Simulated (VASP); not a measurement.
SrCl2:

```xyz
3
Lattice="0.0000 3.4884 3.4884 3.4884 0.0000 3.4884 3.4884 3.4884 0.0000" Properties=species:S:1:pos:R:3 pbc="T T T"
Sr    0.0000    0.0000    0.0000
Cl    5.2325    5.2325    5.2325
Cl    1.7442    1.7442    1.7442
```

Program: VASP 6.6.1. Alike in all runs: task single point; no spin polarisation; cell as given; cutoff (eV) 520; smearing fermi-dirac 0.05 eV.

Question: Order these runs on this cell by their band gap on the k mesh, lowest first.
A. level PBEsol+D3(BJ); potentials or basis VASP PAW PBE potentials, release 64 (Sr_sv, Cl); k mesh 7 × 7 × 7
B. level PBE-based screened hybrid; potentials or basis VASP PAW PBE potentials, release 64 (Sr_sv, Cl); k mesh 4 × 4 × 4; grid for exact exchange (PRECFOCK) Normal; share of exact exchange 0.15; screening parameter 0.20787 1/Å
C. level LDA; potentials or basis VASP PAW LDA potentials, release 64 (Sr_sv, Cl); k mesh 7 × 7 × 7
D. level RPBE; potentials or basis VASP PAW PBE potentials, release 64 (Sr_sv, Cl); k mesh 4 × 4 × 4
E. level PBE-based screened hybrid; potentials or basis VASP PAW PBE potentials, release 64 (Sr_sv, Cl); k mesh 4 × 4 × 4; grid for exact exchange (PRECFOCK) Normal; share of exact exchange 0.1; screening parameter 0.20787 1/Å

Answer: C (4.92 eV), A (5.17 eV), D (5.68 eV), E (5.84 eV), B (6.10 eV).

Caveats: three body term missing (some runs).

A k mesh can miss the band edges, odd and even meshes differently.
